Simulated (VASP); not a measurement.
A run of VASP 6.6.1:

File POSCAR:

```
Si
1.0
    0.0000000000      2.7221188962      2.7221188962
    2.7221188962      0.0000000000      2.7221188962
    2.7221188962      2.7221188962      0.0000000000
Si
2
Direct
    0.0000000000      0.0000000000      0.0000000000
    0.2500000000      0.2500000000      0.2500000000
```

File INCAR.step1:

```
SYSTEM = Si
PREC = Accurate
ENCUT = 520
EDIFF = 1E-5
ISMEAR = 0
SIGMA = 0.01
LREAL = .False.
LASPH = .True.
NELM = 60
ALGO = Normal
ISIF = 2
LWAVE = .True.
LCHARG = .False.
NBANDS = 11
GGA = PE
```

The input INCAR.step2:

```
SYSTEM = Si
PREC = Accurate
ENCUT = 520
EDIFF = 1E-6
ISMEAR = 0
SIGMA = 0.01
LREAL = .False.
LASPH = .True.
NELM = 60
ALGO = Normal
ISIF = 2
LWAVE = .False.
LCHARG = .False.
GGA = PE
LHFCALC = .True.
AEXX = 0.05
HFSCREEN = 0.3
PRECFOCK = Normal
NBANDS = 11
ISTART = 1
```

Contents of KPOINTS:

```
Automatic mesh
0
Gamma
  4 4 4
  0 0 0
```

Potentials or basis: VASP PAW PBE potentials, release 64 (Si).

Command:

```bash
$ cat potpaw_PBE.64/Si/POTCAR > POTCAR
$ cp INCAR.step1 INCAR
$ mpirun -np 1 vasp_std > vasp.out
$ cp INCAR.step2 INCAR
$ mpirun -np 1 vasp_std > vasp.out
```

Hardware: 1 thread of Intel(R) Xeon(R) Platinum 8259CL CPU @ 2.50GHz (Skylake/Cascade Lake) (shared host).

Estimate the wall time of this run.

Wall time 76 s on 1 thread of Intel(R) Xeon(R) Platinum 8259CL CPU @ 2.50GHz (Skylake/Cascade Lake), with other jobs on the host, peak memory 0.26 GiB. Counts: k points 8.
